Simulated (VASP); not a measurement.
**Sr: single point with r2SCAN**

Sr:

```
CELL_PARAMETERS angstrom
4.54993 0.00000 0.00000
-2.27496 3.94035 0.00000
0.00000 0.00000 6.32609
ATOMIC_POSITIONS crystal
Sr 0.33333 0.66667 0.25000
Sr 0.66667 0.33333 0.75000
```

This isn't the form of Sr at room conditions, which is fcc.

This cell differs from its parent crystal: ratio of the length along z to the lengths across it x 0.85, volume and fractional coordinates fixed.

* Program: VASP 6.6.1
* Task: single point
* Functional: r2SCAN
* Potentials or basis: VASP PAW PBE potentials, release 64 (Sr_sv)
* Cutoff: 520 eV
* k mesh: 12 × 12 × 8
* Occupations: gaussian, width 0.15 eV
* Spin: no spin polarisation
* Dipole correction: no
* Further INCAR settings: ALGO = Normal; EDIFF = 1e-06; NBANDS = 17

```
Pressure               : 0.3 GPa
Band gap on the k mesh : zero (bands 10 and 11 overlap by 0.46 eV)
```

Stress tensor (GPa, compression positive):
```
-0.69  0.00  0.00
 0.00 -0.69  0.00
 0.00  0.00  2.14
```

Levels at points of the mesh, in eV from the Fermi level:
```csv
k point,band 7,band 8,band 9,band 10,band 11,band 12,band 13,band 14
"(0.00, 0.00, 0.00)",-19.37,-19.36,-3.79,-0.70,0.71,2.30,2.30,2.96
"(0.50, 0.00, 0.00)",-19.44,-19.37,-1.34,-0.83,0.17,0.37,1.85,1.99
"(0.00, 0.00, 0.50)",-19.39,-19.39,-2.58,-2.58,2.02,2.02,2.15,2.15
"(0.50, 0.00, 0.50)",-19.39,-19.39,-0.76,-0.76,0.10,0.10,1.77,1.77
```

It took 5.3 min on 1 thread of Intel(R) Xeon(R) 6975P-C (Granite Rapids) (shared host), peak memory 0.35 GiB.

Caveat: the PAW data sets were made with another functional, which shifts forces and pressure a little.
